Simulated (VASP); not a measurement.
Wanted: the native input for a VASP 6.6.1 run.

* Task: single point
* Functional: LDA
* Potentials or basis: VASP PAW LDA potentials, release 64 (C, H, O)
* Cutoff: 520 eV
* k mesh: 1 × 1 × 1
* Occupations: fermi-dirac, width 0.02 eV
* Spin: no spin polarisation
* Dipole correction: no
* Further INCAR settings: LREAL = Auto; ALGO = Normal; EDIFF = 1e-06; NBANDS = 84

The structure of H2C3O lies in POSCAR:

```
H2C3O
1.0
    9.1577140000      0.0000000000      0.0000000000
    0.0000000000      9.1577140000      0.0000000000
    0.0000000000      0.0000000000      9.1577140000
C H O
18 12 6
Direct
    0.9464370693      0.1847841066      0.2090478039
    0.9730157548      0.1315393776      0.0911581209
    0.6710080704      0.9101179618      0.1594939523
    0.5601179508      0.9336391156      0.2330931060
    0.8862036967      0.9598356096      0.4989127199
    0.8542415716      1.0380756595      0.6010342756
    0.2288890000      0.0484837155      0.7364283270
    0.2449956397      0.0510389383      0.8654670805
    0.9868074063      0.3378026438      0.7206820392
    0.8823927019      0.3971405964      0.6698833355
    0.9750031503      0.6076734871      0.4012245851
    0.9860867024      0.5880070070      0.2711484547
    0.3684107191      0.4167852370      0.8090447026
    0.2820900500      0.1913141205      0.2646402803
    0.7614127281      0.5257534795      0.9909569135
    0.6133190008      0.1797937782      0.8776098489
    0.0241544997      0.6930768967      0.7619696357
    0.5488269234      0.7981904654      0.6255382075
    1.0019203482      0.0878494349     -0.0154186951
    0.9253947000      0.2260171043      0.3191844602
    0.4599837907      0.9389679564      0.2877137242
    0.7682266557      0.9021902191      0.1024491483
    0.8223449651      1.1059637809      0.6884796795
    0.9068092758      0.8919147289      0.4071430927
    0.2508813881      0.0541838280      0.9835969981
    0.2169864663      0.0466819558      0.6160052607
    0.8020014602      0.4645482486      0.6127293340
    1.0720033406      0.2695323309      0.7684341311
    0.9608620667      0.5546689927      0.1581508224
    0.9877574251      0.6349619567      0.5173343479
    0.3347669517      0.5120491861      0.8810932510
    0.2850056248      0.3113222361      0.2900505519
    0.6806065356      0.5692796259      0.9101616408
    0.5810074436      0.2225992207      0.9876700670
    0.0567390508      0.7126996978      0.8773586945
    0.4708161884      0.8857123077      0.5893828962
```

These files were run (other wordings do the same):

INCAR

```
SYSTEM = H2C3O
PREC = Accurate
ENCUT = 520
EDIFF = 1E-6
ISMEAR = -1
SIGMA = 0.02
LREAL = Auto
LASPH = .True.
NELM = 60
ALGO = Normal
ISIF = 2
LWAVE = .False.
LCHARG = .False.
GGA = CA
NBANDS = 84
```

KPOINTS

```
regular mesh
0
Gamma
  1 1 1
  0 0 0
```

Potentials or basis: VASP PAW LDA potentials, release 64 (C, H, O).

Command:

```bash
$ cat potpaw_LDA.64/C/POTCAR potpaw_LDA.64/H/POTCAR potpaw_LDA.64/O/POTCAR > POTCAR
$ mpirun -np 1 vasp_gam > vasp.out
```

It gave:

```yaml
Pressure: 0.3 GPa
Largest_force: 4.976 eV/Å
Band_gap_on_the_k_mesh: 4.37 eV
```

Caveat: the k points lie up to 0.69 Å⁻¹ apart.

Wall time 84 s on 1 thread of Intel(R) Xeon(R) 6975P-C (Granite Rapids) (shared host), peak memory 0.49 GiB.
